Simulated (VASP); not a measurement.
Write the native input for VASP 6.6.1 that does the following.

* Task: relaxation of cell and atoms
* Functional: PBEsol
* Potentials or basis: VASP PAW PBE potentials, release 64 (Li_sv, H)
* Cutoff: 600 eV
* k mesh: 12 × 12 × 6
* Occupations: fermi-dirac, width 0.02 eV
* Spin: no spin polarisation
* Dipole correction: no
* Further INCAR settings: ALGO = Normal; EDIFF = 1e-06; IBRION = 2; EDIFFG = -0.005; NSW = 80; ISIF = 3

The structure of LiH lies in POSCAR:

```
LiH
1.0
    3.2555995101      0.0000000000      0.0000000000
   -1.6277997550      2.8194318803      0.0000000000
    0.0000000000      0.0000000000      4.0723651787
Li H
2 2
Direct
    0.3333333333      0.6666666667     -0.0625138254
    0.6666666667      0.3333333333      0.4374861746
    0.3333333333      0.6666666667      0.4375138254
    0.6666666667      0.3333333333      0.9375138254
```

One way to write it, as run:

INCAR

```
SYSTEM = LiH
ALGO = Normal
EDIFF = 1E-6
EDIFFG = -0.005
ENCUT = 600
GGA = PS
IBRION = 2
ISIF = 3
ISMEAR = -1
LASPH = .TRUE.
LCHARG = .FALSE.
LREAL = .FALSE.
LWAVE = .FALSE.
NELM = 60
NSW = 80
PREC = Accurate
SIGMA = 0.02
```

KPOINTS

```
k-points
0
G
  12 12 6
  0 0 0
```

Potentials or basis: VASP PAW PBE potentials, release 64 (Li_sv, H).

Launch:

```console
$ cat potpaw_PBE.64/Li_sv/POTCAR potpaw_PBE.64/H/POTCAR > POTCAR
$ mpirun -np 1 vasp_std > vasp.out
```

It gave:

| Item | Value |
| --- | --- |
| Relaxed volume | 9.12 Å³/atom |
| Relaxed cell | a = 3.230 Å, b = 3.230 Å, c = 4.037 Å, α = 90.00°, β = 90.00°, γ = 120.00° |
| Space group after relaxing (to 0.05 Å) | P6_3/mmc (No. 194) |
| Energy gained by relaxing | 0.5 meV/atom |
| Ionic steps | 3 |
| Pressure after relaxing | 0.0 GPa |
| Band gap on the k mesh | 1.51 eV, indirect (least direct gap 2.81 eV) |

Caveat: the cutoff is under 1.25 times the usual one of these potentials, so pressure, stress and relaxed cells hold a basis-set (Pulay) error; the PAW data sets were made with another functional, which shifts forces and pressure a little.

Run time: 32 s on 1 thread of AMD EPYC 9R45 96-Core Processor (Zen 5), on a shared host, peak memory 0.14 GiB.
